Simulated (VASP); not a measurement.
# AlNi (P4/mmm) in VASP: notebook, part 2 of 2

VASP 6.6.1.

## (3) Single point, PBEsol (uniaxial strain along c: -3.0 %)

File INCAR:

```
SYSTEM = AlNi
  PREC = Accurate
  ENCUT = 520
  EDIFF = 1E-7
  ISMEAR = 0
  SIGMA = 0.1
  LREAL = .FALSE.
  LASPH = .TRUE.
  NELM = 60
  ALGO = Fast
  ISIF = 2
  LWAVE = .FALSE.
  LCHARG = .TRUE.
  GGA = PS
  LELF = .TRUE.
  LVHAR = .TRUE.
  NBANDS = 14
```

File KPOINTS:

```
regular mesh
0
G
  18 18 18
  0 0 0
```

File POSCAR:

```
AlNi
1.0
    2.8838188189      0.0000000000      0.0000000000
    0.0000000000      2.8838188189      0.0000000000
    0.0000000000      0.0000000000      2.7764806495
Al Ni
1 1
Direct
    0.5000000000      0.5000000000      0.5000000000
    0.0000000000      0.0000000000      0.0000000000
```

Potentials or basis: VASP PAW PBE potentials, release 64 (Al, Ni).

Run with:

```sh
$ cat potpaw_PBE.64/Al/POTCAR potpaw_PBE.64/Ni/POTCAR > POTCAR
$ mpirun -np 1 vasp_std > vasp.out
```

OUTCAR:

```text
SYSTEM = AlNi
   PREC = Accurate
   ENCUT = 520
   EDIFF = 1E-7
   ISMEAR = 0
   LREAL = .FALSE.
   LASPH = .TRUE.
   NELM = 60
   ISIF = 2
   GGA = PS

 ion  position               nearest neighbor table
   1  0.500  0.500  0.500-   2 2.47   2 2.47   2 2.47   2 2.47   2 2.47   2 2.47   2 2.47   2 2.47

   2  0.000  0.000  0.000-   1 2.47   1 2.47   1 2.47   1 2.47   1 2.47   1 2.47   1 2.47   1 2.47

  LATTYP: Found a simple tetragonal cell.
 ALAT       =     2.8838188189
 C/A-ratio  =     0.9627791563

  Lattice vectors:

[... 598 lines left out ...]

  FORCE on cell =-STRESS in cart. coord.  units (eV):
  Direction    XX          YY          ZZ          XY          YZ          ZX
  --------------------------------------------------------------------------------------
  -------------------------------------------------------------------------------------
  Total        0.2256927      0.2256927      0.7779893      0.0000000      0.0000000      0.0000000
  in kB       15.6602037     15.6602037     53.9825790      0.0000000      0.0000000      0.0000000
  external PRESSURE =      28.4343288 kB  Pullay stress =       0.0000000 kB

 VOLUME and BASIS-vectors are now :
 -----------------------------------------------------------------------------
  energy-cutoff  :      520.00
  volume of cell :       23.09
      direct lattice vectors                 reciprocal lattice vectors
     2.883818819  0.000000000  0.000000000     0.346762423  0.000000000  0.000000000
     0.000000000  2.883818819  0.000000000     0.000000000  0.346762423  0.000000000
     0.000000000  0.000000000  2.776480649     0.000000000  0.000000000  0.360168186

 POSITION                                       TOTAL-FORCE (eV/Angst)
 -----------------------------------------------------------------------------------
      1.44191      1.44191      1.38824         0.000000      0.000000      0.000000
      0.00000      0.00000      0.00000         0.000000      0.000000      0.000000
 -----------------------------------------------------------------------------------
    total drift:                               -0.000000      0.000000      0.000000

  FREE ENERGIE OF THE ION-ELECTRON SYSTEM (eV)
  ---------------------------------------------------
  free  energy   TOTEN  =       -11.5790378315 eV

  energy  without entropy=      -11.5752117218  energy(sigma->0) =      -11.57712478
```

OSZICAR:

```text
N       E                     dE             d eps       ncg     rms          rms(c)
DAV:   1     0.408408280268E+02    0.40841E+02   -0.54312E+03 15672   0.985E+02
DAV:   2    -0.114238534522E+02   -0.52265E+02   -0.47182E+02 16570   0.183E+02
DAV:   3    -0.132242513719E+02   -0.18004E+01   -0.17818E+01 19558   0.375E+01
DAV:   4    -0.132479263437E+02   -0.23675E-01   -0.23667E-01 18486   0.389E+00
DAV:   5    -0.132486214182E+02   -0.69507E-03   -0.69506E-03 19858   0.723E-01    0.130E+01
RMM:   6    -0.152224006026E+02   -0.19738E+01   -0.15574E+01 18788   0.493E+01    0.172E+01
RMM:   7    -0.115971312925E+02    0.36253E+01   -0.42634E+00 17322   0.252E+01    0.126E+00
RMM:   8    -0.115903939638E+02    0.67373E-02   -0.90282E-02 16536   0.300E+00    0.759E-01
RMM:   9    -0.115832122918E+02    0.71817E-02   -0.30545E-02 17581   0.114E+00    0.580E-01
RMM:  10    -0.115790327183E+02    0.41796E-02   -0.85207E-03 18875   0.117E+00    0.150E-01
RMM:  11    -0.115791667080E+02   -0.13399E-03   -0.82940E-04 20962   0.332E-01    0.120E-01
RMM:  12    -0.115790289988E+02    0.13771E-03   -0.28328E-04 21150   0.177E-01    0.256E-02
RMM:  13    -0.115790361876E+02   -0.71888E-05   -0.88532E-05 21600   0.633E-02    0.462E-03
RMM:  14    -0.115790376031E+02   -0.14155E-05   -0.14017E-05 22824   0.258E-02    0.540E-03
RMM:  15    -0.115790377730E+02   -0.16987E-06   -0.14844E-06 19810   0.873E-03    0.330E-03
RMM:  16    -0.115790378315E+02   -0.58541E-07   -0.50771E-07 17708   0.760E-03
   1 F= -.11579038E+02 E0= -.11577125E+02  d E =-.382611E-02
```

Wall time 2 min (1 thread of AMD EPYC 9R45 (Zen 5), shared host); peak memory 0.26 GiB.

Results:

- Free energy: -11.5790 eV
- Pressure: 2.8 GPa
- Band gap on the k mesh: zero (an odd number of electrons rules out a gap without spin polarisation)

Stress tensor (GPa, compression positive):
```
1.57 0.00 0.00
0.00 1.57 0.00
0.00 0.00 5.40
```

Levels at points of the mesh, in eV from the Fermi level:
| k point | band 4 | band 5 | band 6 | band 7 | band 8 | band 9 | band 10 | band 11 |
| --- | --- | --- | --- | --- | --- | --- | --- | --- |
| (0.00, 0.00, 0.00) | -1.69 | -1.57 | -1.57 | 5.19 | 5.19 | 6.60 | 8.10 | 8.35 |
| (0.50, 0.00, 0.00) | -2.43 | -2.20 | -1.49 | -0.76 | 8.30 | 9.68 | 10.74 | 11.01 |
| (0.50, 0.50, 0.00) | -3.15 | -2.06 | -2.06 | -1.12 | 1.28 | 2.43 | 13.35 | 15.98 |
| (0.00, 0.00, 0.50) | -2.42 | -2.42 | -1.57 | -0.47 | 8.35 | 9.84 | 9.84 | 11.15 |
| (0.50, 0.00, 0.50) | -2.79 | -2.25 | -2.21 | -1.03 | 1.67 | 2.79 | 12.38 | 14.94 |
| (0.50, 0.50, 0.50) | -1.07 | -0.98 | 1.93 | 1.93 | 2.01 | 4.05 | 4.35 | 4.77 |

Caveat: the cell differs from its parent crystal (uniaxial strain along c: -3.0 %); the PAW data sets were made with another functional, which shifts forces and pressure a little. Spin polarisation is off, so any magnetic state and its effect on volume and gap are missing.

## (4) Single point, PBEsol (uniaxial strain along c: -1.5 %)

File INCAR:

```
SYSTEM = AlNi
  ALGO = Fast
  EDIFF = 1E-6
  ENCUT = 520
  GGA = PS
  ISIF = 2
  ISMEAR = 0
  LASPH = .TRUE.
  LCHARG = .FALSE.
  LREAL = .FALSE.
  LWAVE = .FALSE.
  NBANDS = 14
  NELM = 60
  PREC = Accurate
  SIGMA = 0.1
```

File KPOINTS:

```
k-points
0
G
  18 18 18
  0 0 0
```

File POSCAR:

```
AlNi
1.0
    2.8730850020      0.0000000000      0.0000000000
    0.0000000000      2.8730850020      0.0000000000
    0.0000000000      0.0000000000      2.8194159173
Al Ni
1 1
Direct
    0.5000000000      0.5000000000      0.5000000000
    0.0000000000      0.0000000000      0.0000000000
```

Run with:

```sh
$ cat potpaw_PBE.64/Al/POTCAR potpaw_PBE.64/Ni/POTCAR > POTCAR
$ mpirun -np 1 vasp_std > vasp.out
```

It took 1.7 min on 1 thread of AMD EPYC 9R45 (Zen 5), shared host; peak memory 0.26 GiB.

The run converged. Its results:

| Item | Value |
| --- | --- |
| Free energy | -11.5864 eV |
| Pressure | 1.3 GPa |
| Band gap on the k mesh | zero (an odd number of electrons rules out a gap without spin polarisation) |

Stress tensor (GPa, compression positive):
```
0.75 0.00 0.00
0.00 0.75 0.00
0.00 0.00 2.30
```

Levels at points of the mesh, in eV from the Fermi level:
```csv
k point,band 4,band 5,band 6,band 7,band 8,band 9,band 10,band 11
"(0.00, 0.00, 0.00)",-1.64,-1.58,-1.58,5.38,5.38,6.07,8.15,8.29
"(0.50, 0.00, 0.00)",-2.37,-2.26,-1.50,-0.72,8.31,9.88,10.53,10.91
"(0.50, 0.50, 0.00)",-3.05,-2.11,-2.11,-1.08,1.38,2.51,12.90,15.61
"(0.00, 0.00, 0.50)",-2.37,-2.37,-1.54,-0.57,8.32,9.95,9.95,11.11
"(0.50, 0.00, 0.50)",-2.87,-2.20,-2.18,-1.04,1.57,2.68,12.43,15.10
"(0.50, 0.50, 0.50)",-1.05,-1.00,1.94,1.94,1.98,3.96,4.45,4.65
```

Caveat: the cell differs from its parent crystal (uniaxial strain along c: -1.5 %); the PAW data sets were made with another functional, which shifts forces and pressure a little.

## (5) Summary

| cell | further INCAR settings | gap on the mesh (eV) | pressure (GPa) |
| --- | --- | --- | --- |
| a = 2.895, b = 2.895, c = 2.734 Å, 2 atoms | ALGO = Fast; EDIFF = 1e-06; NBANDS = 14 | none | 4.3 |
| a = 2.884, b = 2.884, c = 2.776 Å, 2 atoms | ALGO = Fast; EDIFF = 1e-07; NBANDS = 14 | none | 2.8 |
| a = 2.873, b = 2.873, c = 2.819 Å, 2 atoms | ALGO = Fast; EDIFF = 1e-06; NBANDS = 14 | none | 1.3 |

Alike in all rows: task single point; level PBEsol; potentials or basis VASP PAW PBE potentials, release 64 (Al, Ni); no spin polarisation; k mesh 18 × 18 × 18; cutoff (eV) 520; smearing gaussian 0.1 eV.

Caveats: the PAW data sets were made with another functional, which shifts forces and pressure a little; the stress differs along the axes, from 2 to 8 GPa (at least some runs).

Absolute energies hang on the potentials; compare differences alone.
